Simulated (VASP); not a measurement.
# BP (F-43m) in VASP: notebook

The runs below take BP through relaxation of cell and atoms, single point, with LDA.

All numbers are computed with VASP 6.6.1; they aren't measurements. Logs are shortened: lines on timing, memory, paths and dates and some standing lists are left out, and cuts for length are marked.

**1. The cell of the first run**

It takes space group F-43m (No. 216, cubic). The conventional cell has a = 4.490 Å, b = 4.490 Å, c = 4.490 Å, α = 90.00°, β = 90.00°, γ = 90.00°. B (site symmetry -43m) has 4 P at 1.94 Å within 2.6 Å. P (site symmetry -43m) has 4 B at 1.94 Å within 2.6 Å.

**2. Relaxation of cell and atoms, LDA, target pressure -3 GPa, at which the enthalpy is minimised**

INCAR reads:

```
PREC     = Accurate       # precision mode
ENCUT    = 600            # plane-wave cutoff, eV
EDIFF    = 1E-6           # SCF threshold, eV
ISMEAR   = 0              # smearing method
SIGMA    = 0.01           # smearing width, eV
LREAL    = False          # projectors in reciprocal space
LASPH    = True           # aspherical terms in the spheres
NELM     = 60             # most SCF steps
ALGO     = Normal         # electronic algorithm
ISIF     = 3              # what is computed and relaxed
LWAVE    = False          # write WAVECAR
LCHARG   = False          # write CHGCAR
IBRION   = 2              # ionic algorithm
NSW      = 80             # ionic steps
EDIFFG   = -0.001         # ionic threshold
PSTRESS  = -30.0
```

KPOINTS reads:

```
Automatic mesh
0
Gamma
  10 10 10
```

POSCAR reads:

```
BP
1.0
    0.0000000000      2.2452319364      2.2452319364
    2.2452319364      0.0000000000      2.2452319364
    2.2452319364      2.2452319364      0.0000000000
B P
1 1
Direct
    0.0000000000      0.0000000000      0.0000000000
    0.7500000000      0.7500000000      0.7500000000
```

Potentials or basis: VASP PAW LDA potentials, release 64 (B, P).

Launch:

```bash
$ cat potpaw_LDA.64/B/POTCAR potpaw_LDA.64/P/POTCAR > POTCAR
$ mpirun -np 1 vasp_std > vasp.out
```

OUTCAR:

```text
PREC = Accurate
   ENCUT = 600
   EDIFF = 1E-6
   ISMEAR = 0
   LREAL = False
   LASPH = True
   NELM = 60
   ISIF = 3
   IBRION = 2
   NSW = 80
   EDIFFG = -0.001
   PSTRESS = -30.0

 ion  position               nearest neighbor table
   1  0.000  0.000  0.000-   2 1.94   2 1.94   2 1.94   2 1.94
   2  0.750  0.750  0.750-   1 1.94   1 1.94   1 1.94   1 1.94

  LATTYP: Found a face centered cubic cell.
 ALAT       =     4.4904638728

  Lattice vectors:

 A1 = (   0.0000000000,   2.2452319364,   2.2452319364)
 A2 = (   2.2452319364,   0.0000000000,   2.2452319364)
 A3 = (   2.2452319364,   2.2452319364,   0.0000000000)

Analysis of symmetry for initial positions (statically):
=====================================================================
 Subroutine PRICEL returns:
 Original cell was already a primitive cell.

 Routine SETGRP: Setting up the symmetry group for a
 face centered cubic supercell.

 Subroutine GETGRP returns: Found 24 space group operations
 (whereof 24 operations were pure point group operations)
 out of a pool of 48 trial point group operations.

The static configuration has the point symmetry T_d .

Analysis of symmetry for dynamics (positions and initial velocities):
=====================================================================
 Subroutine PRICEL returns:
 Original cell was already a primitive cell.

 Routine SETGRP: Setting up the symmetry group for a
 face centered cubic supercell.

 Subroutine GETGRP returns: Found 24 space group operations
 (whereof 24 operations were pure point group operations)
 out of a pool of 48 trial point group operations.

The dynamic configuration has the point symmetry T_d .

 Subroutine INISYM returns: Found 24 space group operations
 (whereof 24 operations are pure point group operations),
 and found     1 'primitive' translations

----------------------------------------------------------------------------------------

                                     Primitive cell

  volume of cell :      22.6367

  direct lattice vectors                    reciprocal lattice vectors
     0.000000000  2.245231936  2.245231936    -0.222694142  0.222694142  0.222694142
     2.245231936  0.000000000  2.245231936     0.222694142 -0.222694142  0.222694142
     2.245231936  2.245231936  0.000000000     0.222694142  0.222694142 -0.222694142

  length of vectors
     3.175237455  3.175237455  3.175237455     0.385717569  0.385717569  0.385717569

  position of ions in fractional coordinates (direct lattice)
     0.000000000  0.000000000  0.000000000
     0.750000000  0.750000000  0.750000000

  ion indices of the primitive-cell ions
   primitive index   ion index
                 1           1
                 2           2

----------------------------------------------------------------------------------------

 KPOINTS: Automatic mesh

Automatic generation of k-mesh.
 Grid dimensions read from file:
 generate k-points for:   10   10   10

 Generating k-lattice:

  Cartesian coordinates                     Fractional coordinates (reciprocal lattice)
    -0.022269414  0.022269414  0.022269414     0.100000000  0.000000000  0.000000000
     0.022269414 -0.022269414  0.022269414     0.000000000  0.100000000  0.000000000
     0.022269414  0.022269414 -0.022269414     0.000000000  0.000000000  0.100000000

  Length of vectors
     0.038571757  0.038571757  0.038571757

  Shift w.r.t. Gamma in fractional coordinates (k-lattice)
     0.000000000  0.000000000  0.000000000

 Subroutine IBZKPT returns following result:
 ===========================================

 Found     47 irreducible k-points:

 Following reciprocal coordinates:
            Coordinates               Weight
  0.000000  0.000000  0.000000      1.000000
  0.100000  0.000000  0.000000      8.000000
  0.200000  0.000000  0.000000      8.000000
  0.300000  0.000000  0.000000      8.000000
  0.400000  0.000000  0.000000      8.000000
  0.500000  0.000000  0.000000      4.000000
[... 16 lines left out ...]
  0.300000  0.300000  0.000000      6.000000
  0.400000  0.300000  0.000000     24.000000
 [... further k-points ...]
   k-points           NKPTS =     47   k-points in BZ     NKDIM =     47   number of bands    NBANDS=      8
   number of dos      NEDOS =    301   number of ions     NIONS =      2
   total plane-waves  NPLWV =  21952
   dimension x,y,z NGX =    28 NGY =   28 NGZ =   28
   dimension x,y,z NGXF=    56 NGYF=   56 NGZF=   56
   ions per type =               1   1
   NGX,Y,Z   is equivalent  to a cutoff of  14.66, 14.66, 14.66 a.u.
   NGXF,Y,Z  is equivalent  to a cutoff of  29.32, 29.32, 29.32 a.u.
 SYSTEM =  unknown system
   PREC   = accura    normal or accurate (medium, high low for compatibility)
   ISTART =      0    job   : 0-new  1-cont  2-samecut
   ICHARG =      2    charge: 1-file 2-atom 10-const
   ISPIN  =      1    spin polarized calculation?
   LNONCOLLINEAR =      F non collinear calculations
   LSORBIT =      F    spin-orbit coupling
   LASPH  =      T    aspherical Exc in radial PAW
   ENCUT  =  600.0 eV  44.10 Ry    6.64 a.u.   6.34  6.34  6.34*2*pi/ulx,y,z
   NELM   =     60;   NELMIN=  2; NELMDL= -5     # of ELM steps
   EDIFF  = 0.1E-05   stopping-criterion for ELM
   LREAL  =      F    real-space projection
   EDIFFG = -.1E-02   stopping-criterion for IOM
   NSW    =     80    number of steps for IOM
   IBRION =      2    ionic relax: 0-MD 1-quasi-New 2-CG
   NFREE  =      1    steps in history (QN), initial steepest desc. (CG)
   ISIF   =      3    stress and relaxation
   ISYM   =      2    0-nonsym 1-usesym 2-fastsym
   POTIM  = 0.5000    time-step for ionic-motion
   TEBEG  =    0.0;   TEEND  =   0.0 temperature during run
   PSTRESS=  -30.0 pullay stress
   NELECT =       8.0000    total number of electrons
   NUPDOWN=      -1.0000    fix difference up-down
   EMIN   =  10.00;   EMAX   =-10.00  energy-range for DOS
   EFERMI =   0.00;   METHOD = LEGACY
   ISMEAR =     0;   SIGMA  =   0.01  broadening in eV -4-tet -1-fermi 0-gaus
   EFERMI_NEDOS =   21; number of points for ismear=-14 and -15
   IALGO  =     38    algorithm
   IMIX   =      4    mixing-type and parameters
     AMIX     =   0.40;   BMIX     =  1.00
     AMIX_MAG =   1.60;   BMIX_MAG =  1.00
  volume/ion in A,a.u.               =      11.32        76.38
  Fermi-wavevector in a.u.,A,eV,Ry     =   1.157445  2.187253 18.227432  1.339678
  Thomas-Fermi vector in A             =   2.294056
   LORBIT       =      0    0 simple, 1 ext, 2 COOP (PROOUT), +10 PAW based schemes
   GGA     = CA    functional components
   LHFCALC =     F    Hartree Fock is set to
   AEXX    =    0.0000 exact exchange contribution
   IVDW    =     0    specifies the selected vdW correction
   LEPSILON=     F    determine dielectric tensor
   LRPA    =     F    only Hartree local field effects (RPA)
 conjugate gradient relaxation of ions
 non-spin polarized calculation
 Gauss-broadening in eV      SIGMA  =   0.01
  energy-cutoff  :      600.00
  volume of cell :       22.64
 maximum number of plane-waves:       769
 NGX is ok and might be reduce to    28
   NGX = 13   NGY = 13   NGZ = 13

--------------------------------------- Ionic step        1  -------------------------------------------

 number of electron       8.0000001 magnetization

 Free energy of the ion-electron system (eV)
  ---------------------------------------------------
  ext. energy  EPLUGINS =         0.00000000
  ---------------------------------------------------
  free energy    TOTEN  =       -14.40103556 eV

  energy without entropy =      -14.40103556  energy(sigma->0) =      -14.40103556

------------------------ aborting loop because EDIFF is reached ----------------------------------------

  FORCE on cell =-STRESS in cart. coord.  units (eV):
  Direction    XX          YY          ZZ          XY          YZ          ZX
  --------------------------------------------------------------------------------------
  -------------------------------------------------------------------------------------
  Total       -0.0148992     -0.0148992     -0.0148992     -0.0000000      0.0000000      0.0000000
  in kB       -1.0545297     -1.0545297     -1.0545297     -0.0000000      0.0000000      0.0000000
  external PRESSURE =      28.9454703 kB  Pullay stress =     -30.0000000 kB
[... 61 lines left out ...]
  enthalpy is  TOTEN    =       -14.8265734784 eV   P V=       -0.4365298080

--------------------------------------- Ionic step        3  -------------------------------------------

 number of electron       8.0000000 magnetization

 Free energy of the ion-electron system (eV)
  ---------------------------------------------------
  ext. energy  EPLUGINS =         0.00000000
  ---------------------------------------------------
  free energy    TOTEN  =       -14.39720407 eV

  energy without entropy =      -14.39720407  energy(sigma->0) =      -14.39720407

 E-fermi :   7.7154     XC(G=0): -11.1479

 val. band max:        7.5795049204   @ k =   0.0000   0.0000   0.0000
 cond. band min:       8.7504119895   @ k =   0.4000   0.4000   0.0000
 fundamental gap:      1.1709070691
 Fermi energy:         7.7154422709

 k-point     1 :       0.0000    0.0000    0.0000
  band No.  band energies     occupation
      1      -7.9387      2.00000
      2       7.5795      2.00000
      3       7.5795      2.00000
      4       7.5795      2.00000
      5      10.9807      0.00000
      6      10.9807      0.00000
      7      10.9807      0.00000
      8      15.1706      0.00000
[... 243 lines left out ...]
 k-point    24 :       0.4000    0.3000    0.0000
  band No.  band energies     occupation
      1      -4.9660      2.00000
      2       1.4609      2.00000
      3       3.4807      2.00000
      4       4.0272      2.00000
      5       9.3296      0.00000
      6      11.1181      0.00000
      7      17.0851      0.00000
      8      17.0920      0.00000

 [... further k-points ...]
[... 5 lines left out ...]
  --------------------------------------------------------------------------------------
  -------------------------------------------------------------------------------------
  Total       -0.4316435     -0.4316435     -0.4316435      0.0000000      0.0000000      0.0000000
  in kB      -30.0332599    -30.0332599    -30.0332599      0.0000000      0.0000000      0.0000000
  external PRESSURE =      -0.0332599 kB  Pullay stress =     -30.0000000 kB
[... 17 lines left out ...]
  FREE ENERGIE OF THE ION-ELECTRON SYSTEM (eV)
  ---------------------------------------------------
  free  energy   TOTEN  =       -14.3972040651 eV

  energy  without entropy=      -14.3972040651  energy(sigma->0) =      -14.39720407

  enthalpy is  TOTEN    =       -14.8283695496 eV   P V=       -0.4311654845

 reached required accuracy - stopping structural energy minimisation
```

Run time: 51 s. Hardware: 1 thread of AMD EPYC 7R13, shared host; peak memory 0.11 GiB.

What came out:

```
Free energy                                            : -14.3972 eV
Relaxed volume                                         : 11.51 Å³/atom
Relaxed cell                                           : a = 3.193 Å, b = 3.193 Å, c = 3.193 Å, α = 60.00°, β = 60.00°, γ = 60.00°
Space group after relaxing (to 0.05 Å)                 : F-43m (No. 216)
Energy change on relaxing (the enthalpy is what falls) : +1.9 meV/atom
Ionic steps                                            : 3
Pressure after relaxing                                : -3.0 GPa
Band gap on the k mesh                                 : 1.17 eV, indirect (least direct gap 3.40 eV)
```

Step by step:
```csv
step,energy change (eV),largest force (eV/Å),pressure (GPa),volume (Å³)
1,0.0000,0.0000,-0.11,22.64
2,0.0110,0.0000,-4.99,23.31
3,0.0038,0.0000,-3.00,23.03
```

Final structure:
```yaml
crystal:
  lattice:
    - [0.00000, 2.25805, 2.25805]
    - [2.25805, 0.00000, 2.25805]
    - [2.25805, 2.25805, 0.00000]
  atoms:
    - { symbol: B, position: [0.00000, 0.00000, 0.00000] }
    - { symbol: P, position: [0.75000, 0.75000, 0.75000] }
```

Levels at points of the mesh, in eV from the valence-band top:
```
           k point  band 2  band 3  band 4  band 5  band 6  band 7
(0.00, 0.00, 0.00)    0.00    0.00    0.00    3.40    3.40    3.40
(0.50, 0.00, 0.00)   -9.11   -1.77   -1.77    3.87    4.69    4.69
(0.50, 0.50, 0.00)   -8.56   -4.16   -4.16    1.27    1.54   12.13
```

Caveat: the cell is relaxed towards a set pressure, so the enthalpy falls and the energy may rise. A k mesh can miss the band edges.

(Continued in part 2 of 2.)
